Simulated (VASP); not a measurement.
## As: single point with PBE

The system is As.

```xyz
2
Lattice="0.0000 2.9938 2.9938 2.9938 0.0000 2.9938 2.9938 2.9938 0.0000" Properties=species:S:1:pos:R:3 pbc="T T T"
As    0.0000    0.0000    0.0000
As    1.4969    1.4969    1.4969
```

| Quantity | Value |
| --- | --- |
| Program | VASP 6.6.1 |
| Task | single point |
| Functional | PBE |
| Potentials or basis | VASP PAW PBE potentials, release 64 (As) |
| Cutoff | 520 eV |
| k mesh | 31 × 31 × 31 |
| Occupations | fermi-dirac, width 0.0612256 eV |
| Spin | no spin polarisation |
| Dipole correction | no |
| Further INCAR settings | ALGO = Normal; EDIFF = 1e-06; NBANDS = 12 |

The pressure is 3.3 GPa. The band gap on the k mesh is zero (band 5 reaches 4.46 eV, above the bottom of band 6 at 2.78 eV).

Levels at points of the mesh, in eV from the Fermi level:
```tsv
k point	band 3	band 4	band 5	band 6	band 7	band 8
(0.00, 0.00, 0.00)	-2.24	-2.24	-2.24	0.58	0.58	0.58
```

Wall time 2.9 min on 1 thread of AMD EPYC 9R45 96-Core Processor (Zen 5), with other jobs on the host, peak memory 0.51 GiB.
